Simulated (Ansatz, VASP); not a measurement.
# One calculation of Zn, two programs

The input POSCAR:

```
Zn
1.0
    2.6187264646      0.0000000000      0.0000000000
   -1.3093632323      2.2678836439      0.0000000000
    0.0000000000      0.0000000000      4.8388970683
Zn
2
Direct
    0.3333333333      0.6666666667      0.2500000000
    0.6666666667      0.3333333333      0.7500000000
```

File INCAR.step1:

```
SYSTEM = Zn
ALGO = Normal
EDIFF = 1E-4
ENCUT = 520
GGA = PE
ISMEAR = 0
LASPH = .TRUE.
LCHARG = .FALSE.
LREAL = .FALSE.
LWAVE = .TRUE.
NBANDS = 19
NELM = 100
PREC = Accurate
SIGMA = 0.01
```

File INCAR.step2:

```
SYSTEM = Zn
ALGO = Normal
EDIFF = 1E-6
ENCUT = 520
ISIF = 2
ISMEAR = 0
ISTART = 1
LASPH = .TRUE.
LCHARG = .TRUE.
LELF = .TRUE.
LMIXTAU = .TRUE.
LREAL = .FALSE.
LVHAR = .TRUE.
LWAVE = .FALSE.
METAGGA = R2SCAN
NBANDS = 19
NELM = 100
PREC = Accurate
SIGMA = 0.01
```

File KPOINTS:

```
k-points
0
G
  14 14 7
  0 0 0
```

Input for Ansatz:

```yaml
crystal:
  lattice:
    - [2.6187264646, 0.0, 0.0]
    - [-1.3093632323, 2.2678836439, 0.0]
    - [0.0, 0.0, 4.8388970683]
  atoms:
    - { symbol: Zn, position: [0.3333333333, 0.6666666667, 0.25] }
    - { symbol: Zn, position: [0.6666666667, 0.3333333333, 0.75] }
hamiltonian:
  xc: r2scan
  pseudopotentials:
    kind: paw
    azcp:
      Zn: "pseudopotentials/Zn.paw.azcp"
basis:
  ecutwfc: 500
  fft_grid_basis: typed
kpoints:
  mp_grid: { grid: [14, 14, 7], shift: [0, 0, 0] }
magnetization:
  spin_polarized: false
scf:
  occupations: { method: gaussian, width: 0.01 }
  lower_state_search: "off"
output:
  stress: true
```

Alike in both runs: task single point; functional r2SCAN; k mesh 14 × 14 × 7; occupations gaussian, width 0.01 eV; no spin polarisation.

|  | VASP | Ansatz |
| --- | --- | --- |
| version | VASP 6.6.1 | Ansatz 0.2.0 |
| potentials or method | VASP PAW PBE potentials, release 64 (Zn), cutoff 520 eV | plane waves (500 eV) with PAW, scalar-relativistic |
| valence electrons in the cell | 24 | 24 |

```tsv
	VASP	Ansatz	Ansatz less VASP
pressure (GPa)	0.5	0.0	-0.50
traceless stress, the component that is largest in VASP (GPa)	-1.84	-1.73	+0.116
```

VASP's potentials were made for PBE, not for r2SCAN. The functional is the same, so the differences come from potentials, cutoffs and numerics.
